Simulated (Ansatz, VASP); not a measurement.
# SiC in VASP and in Ansatz

The input INCAR:

```
AGGAC = 1.0
AGGAX = 1.0
ALDAC = 0.0
ALDAX = 1.0
ALGO = Normal
EDIFF = 1E-7
ENCUT = 520
GGA = B5
ISIF = 2
ISMEAR = -1
IVDW = 13
LASPH = True
LCHARG = True
LELF = True
LREAL = False
LVHAR = True
LWAVE = False
NBANDS = 36
NELM = 100
PREC = Accurate
SIGMA = 0.05
VDW_A1 = 0.44488865
VDW_A2 = 4.0933009
VDW_S6 = 1.0
VDW_S8 = 2.34076671
```

Contents of KPOINTS:

```
k-points
0
Gamma
  10 10 2
```

Contents of POSCAR:

```
SiC
1.0
    3.0318190065      0.0000000000      0.0000000000
   -1.5159095032      2.6256322793      0.0000000000
    0.0000000000      0.0000000000     14.8603212692
Si C
6 6
Direct
    0.6666666667      0.3333333333      0.4583000000
    0.3333333333      0.6666666667      0.9583000000
    0.6666666667      0.3333333333      0.7917000000
    0.3333333333      0.6666666667      0.2917000000
    0.0000000000      0.0000000000      0.6250000000
    0.0000000000      0.0000000000      0.1250000000
    0.6666666667      0.3333333333      0.3333000000
    0.3333333333      0.6666666667      0.8333000000
    0.6666666667      0.3333333333      0.6667000000
    0.3333333333      0.6666666667      0.1667000000
    0.0000000000      0.0000000000      0.5000000000
    0.0000000000      0.0000000000      0.0000000000
```

Contents of input.yaml:

```yaml
crystal:
  lattice:
    - [3.0318190065, 0.0, 0.0]
    - [-1.5159095032, 2.6256322793, 0.0]
    - [0.0, 0.0, 14.8603212692]
  atoms:
    - { symbol: Si, position: [0.6666666667, 0.3333333333, 0.4583] }
    - { symbol: Si, position: [0.3333333333, 0.6666666667, 0.9583] }
    - { symbol: Si, position: [0.6666666667, 0.3333333333, 0.7917] }
    - { symbol: Si, position: [0.3333333333, 0.6666666667, 0.2917] }
    - { symbol: Si, position: [0.0, 0.0, 0.625] }
    - { symbol: Si, position: [0.0, 0.0, 0.125] }
    - { symbol: C, position: [0.6666666667, 0.3333333333, 0.3333] }
    - { symbol: C, position: [0.3333333333, 0.6666666667, 0.8333] }
    - { symbol: C, position: [0.6666666667, 0.3333333333, 0.6667] }
    - { symbol: C, position: [0.3333333333, 0.6666666667, 0.1667] }
    - { symbol: C, position: [0.0, 0.0, 0.5] }
    - { symbol: C, position: [0.0, 0.0, 0.0] }
hamiltonian:
  xc: blyp
  pseudopotentials: { kind: paw }
  dispersion: d4
kpoints:
  mp_grid: { grid: [10, 10, 2] }
scf:
  occupations: { method: fermi_dirac, width: 0.05 }
output:
  forces: true
  stress: true
  eigenvalues: true
```

Alike in both runs: task single point; functional BLYP; dispersion D4; k mesh 10 × 10 × 2; occupations fermi-dirac, width 0.05 eV; no spin polarisation.

```csv
,VASP,Ansatz
version,VASP 6.6.1,Ansatz 0.2.0
potentials or method,"VASP PAW PBE potentials, release 64 (Si, C)",Ansatz PAW
plane-wave cutoff (eV),520,420
valence electrons in the cell,48,48
```

|  | VASP | Ansatz | Ansatz less VASP |
| --- | --- | --- | --- |
| gap on the k mesh at the Fermi level (eV) | 2.32 | 2.32 | -0.005 |
| least direct gap on the mesh (eV) | 3.43 | 3.42 | -0.012 |
| pressure (GPa) | 10.9 | 10.2 | -0.67 |
| traceless stress, the component that is largest in VASP (GPa) | 0.66 | 0.65 | -0.015 |
| rms of the force components (eV/Å) | 0.043 | 0.041 | -0.0012 |

VASP's potentials were made for PBE, not for BLYP. Atom by atom the forces differ by 0.002 eV/Å (rms over components).
